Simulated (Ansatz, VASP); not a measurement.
Two plane-wave programs on Cu

File INCAR:

```
SYSTEM = Cu
PREC = Accurate ; ENCUT = 520
EDIFF = 1E-6 ; ISMEAR = -1
SIGMA = 0.08 ; LREAL = .False.
LASPH = .True. ; NELM = 60
ALGO = Normal ; ISIF = 2
LWAVE = .False. ; LCHARG = .True.
GGA = PS ; LELF = .True.
LVHAR = .True. ; NBANDS = 12
```

File KPOINTS:

```
regular mesh
0
Gamma
  18 18 18
  0 0 0
```

The input POSCAR:

```
Cu
1.0
    1.8728313724      0.0000000000      0.0000000000
    0.0000000000      1.8728313724      0.0000000000
    0.0000000000      0.0000000000      1.8728313724
Cu
1
Direct
    0.0000000000      0.0000000000      0.0000000000
```

Input for Ansatz:

```yaml
crystal:
  lattice:
    - [1.8728313724, 0.0, 0.0]
    - [0.0, 1.8728313724, 0.0]
    - [0.0, 0.0, 1.8728313724]
  atoms:
    - { symbol: Cu, position: [0.0, 0.0, 0.0] }
kpoints:
  mp_grid: { grid: [18, 18, 18] }
scf:
  occupations: { method: fermi_dirac, width: 0.08 }
hamiltonian:
  xc: pbesol
  pseudopotentials: { kind: paw }
output:
  forces: true
  stress: true
  eigenvalues: true
  populations: true
```

Change from the starting cell: volume scaled by 0.5, PAW files.

Alike in both runs: task single point; functional PBEsol; k mesh 18 × 18 × 18; occupations fermi-dirac, width 0.08 eV; no spin polarisation.

|  | VASP | Ansatz |
| --- | --- | --- |
| version | VASP 6.6.1 | Ansatz 0.2.0 |
| potentials or method | VASP PAW PBE potentials, release 64 (Cu) | PAW with Ansatz's default frozen-core files, scalar-relativistic |
| plane-wave cutoff (eV) | 520 | 420 |
| valence electrons in the cell | 11 | 19 |

|  | VASP | Ansatz | Ansatz less VASP |
| --- | --- | --- | --- |
| pressure (GPa) | 467.0 | 455.9 | -11.04 |

VASP's potentials were made for PBE, not for PBEsol. Both programs put the cell under a high pressure, so it lies far from rest at this level. VASP's potentials hold 11 valence electrons a cell and Ansatz's 19, so a difference there can come from the potentials and not from the codes.

Noted on VASP's run: the cell as given lies far from equilibrium.
